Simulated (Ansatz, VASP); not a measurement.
Ag in VASP and in Ansatz

Contents of INCAR:

```
PREC = Accurate
ENCUT = 520
EDIFF = 1E-6
ISMEAR = 1
SIGMA = 0.1
LREAL = False
LASPH = True
NELM = 80
ALGO = Fast
ISIF = 2
LWAVE = False
LCHARG = False
GGA = CA
NBANDS = 18
```

Contents of KPOINTS:

```
Automatic mesh
0
Gamma
  24 24 12
```

File POSCAR:

```
Ag
1.0
    3.1562447531      0.0000000000      0.0000000000
   -1.5781223765      2.7333881367      0.0000000000
    0.0000000000      0.0000000000      4.1278968661
Ag
2
Direct
    0.3333333333      0.6666666667      0.2500000000
    0.6666666667      0.3333333333      0.7500000000
```

Input for Ansatz:

```yaml
crystal:
  lattice:
    - [3.1562447531, 0.0, 0.0]
    - [-1.5781223765, 2.7333881367, 0.0]
    - [0.0, 0.0, 4.1278968661]
  atoms:
    - { symbol: Ag, position: [0.3333333333, 0.6666666667, 0.25] }
    - { symbol: Ag, position: [0.6666666667, 0.3333333333, 0.75] }
basis:
  ecutwfc: 420
kpoints:
  mp_grid: { grid: [24, 24, 12] }
hamiltonian:
  xc: lda
scf:
  occupations: { method: methfessel_paxton, width: 0.1 }
output:
  forces: true
  stress: true
  eigenvalues: true
```

Alike in both runs: task single point; functional LDA; k mesh 24 × 24 × 12; occupations methfessel-paxton of order 1, width 0.1 eV; no spin polarisation.

|  | VASP | Ansatz |
| --- | --- | --- |
| version | VASP 6.6.1 | Ansatz 0.2.0 |
| potentials or method | VASP PAW LDA potentials, release 64 (Ag), cutoff 520 eV | scalar-relativistic, plane waves, PAW |
| valence electrons in the cell | 22 | 38 |

Ansatz gave:

```
gap on the k mesh at the Fermi level (eV)                     : none
pressure (GPa)                                                : -6.0
traceless stress, the component that is largest in VASP (GPa) : 7.60
```

Estimate VASP's values.

gap on the k mesh at the Fermi level (eV): none; pressure (GPa): -5.9; traceless stress, the component that is largest in VASP (GPa): 7.64.

LDA's correlation is that of Perdew and Zunger in VASP and of Perdew and Wang (1992) in Ansatz. A gap of «none» marks a metal or a gap that the smearing closes. VASP's potentials hold 22 valence electrons a cell and Ansatz's 38, so a difference there can come from the potentials and not from the codes.
